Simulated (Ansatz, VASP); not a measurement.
# AlGa2Sb3 in VASP and in Ansatz

The input INCAR:

```
SYSTEM = AlGa2Sb3
PREC = Accurate
ENCUT = 520
EDIFF = 1E-7
ISMEAR = 0
SIGMA = 0.2
LREAL = .False.
LASPH = .True.
NELM = 100
ALGO = Normal
ISIF = 2
LWAVE = .False.
LCHARG = .False.
GGA = PE
NBANDS = 56
```

KPOINTS

```
Automatic mesh
0
Gamma
  6 4 2
  0 0 0
```

File POSCAR:

```
AlGa2Sb3
1.0
    2.1986984175     -3.8082573697      0.0000000000
   -6.5960952526     -3.8082573697      0.0000000000
    0.0000000000      0.0000000000    -10.7670825000
Al Ga Sb
2 4 6
Direct
    0.5000000000      0.8333333333      0.5836700000
    1.0000000000      0.3333333333      0.5836700000
    0.0000000000      0.0000000000      0.2495720000
    0.5000000000      0.5000000000      0.2495720000
    1.0000000000      0.6666666667      0.9170240000
    0.5000000000      0.1666666667      0.9170240000
    0.0000000000      0.0000000000      0.0000120000
    0.5000000000      0.5000000000      0.0000120000
    0.5000000000      0.8333333333      0.3330500000
    1.0000000000      0.3333333333      0.3330500000
    1.0000000000      0.6666666667      0.6666720000
    0.5000000000      0.1666666667      0.6666720000
```

Input for Ansatz:

```yaml
crystal:
  lattice:
    - [2.1986984175, -3.8082573697, 0.0]
    - [-6.5960952526, -3.8082573697, 0.0]
    - [0.0, 0.0, -10.7670825]
  atoms:
    - { symbol: Al, position: [0.5, 0.8333333333, 0.58367] }
    - { symbol: Al, position: [1.0, 0.3333333333, 0.58367] }
    - { symbol: Ga, position: [0.0, 0.0, 0.249572] }
    - { symbol: Ga, position: [0.5, 0.5, 0.249572] }
    - { symbol: Ga, position: [1.0, 0.6666666667, 0.917024] }
    - { symbol: Ga, position: [0.5, 0.1666666667, 0.917024] }
    - { symbol: Sb, position: [0.0, 0.0, 1.2e-05] }
    - { symbol: Sb, position: [0.5, 0.5, 1.2e-05] }
    - { symbol: Sb, position: [0.5, 0.8333333333, 0.33305] }
    - { symbol: Sb, position: [1.0, 0.3333333333, 0.33305] }
    - { symbol: Sb, position: [1.0, 0.6666666667, 0.666672] }
    - { symbol: Sb, position: [0.5, 0.1666666667, 0.666672] }
basis:
  ecutwfc: 420
kpoints:
  mp_grid: { grid: [6, 4, 2] }
hamiltonian:
  xc: pbe
scf:
  occupations: { method: gaussian, width: 0.2 }
  lower_state_search: "off"
output:
  forces: true
  stress: true
  eigenvalues: true
```

Alike in both runs: task single point; functional PBE; k mesh 6 × 4 × 2; occupations gaussian, width 0.2 eV; no spin polarisation.

|  | VASP | Ansatz |
| --- | --- | --- |
| version | VASP 6.6.1 | Ansatz 0.2.0 |
| potentials or method | VASP PAW PBE potentials, release 64 (Al, Ga_d, Sb), cutoff 520 eV | scalar-relativistic, plane waves, PAW |
| valence electrons in the cell | 88 | 148 |

Ansatz gave:

```
pressure (GPa)                                                : 0.0
traceless stress, the component that is largest in VASP (GPa) : -0.10
rms of the force components (eV/Å)                            : 0.004
```

**Question.** What did VASP give for the same quantities?

**Answer.** Pressure (GPa): 0.1; traceless stress, the component that is largest in VASP (GPa): -0.10; rms of the force components (eV/Å): 0.005.

Atom by atom the forces differ by 0.003 eV/Å (rms over components). VASP's potentials hold 88 valence electrons a cell and Ansatz's 148, so a difference there can come from the potentials and not from the codes.

Spin-orbit coupling is off throughout.
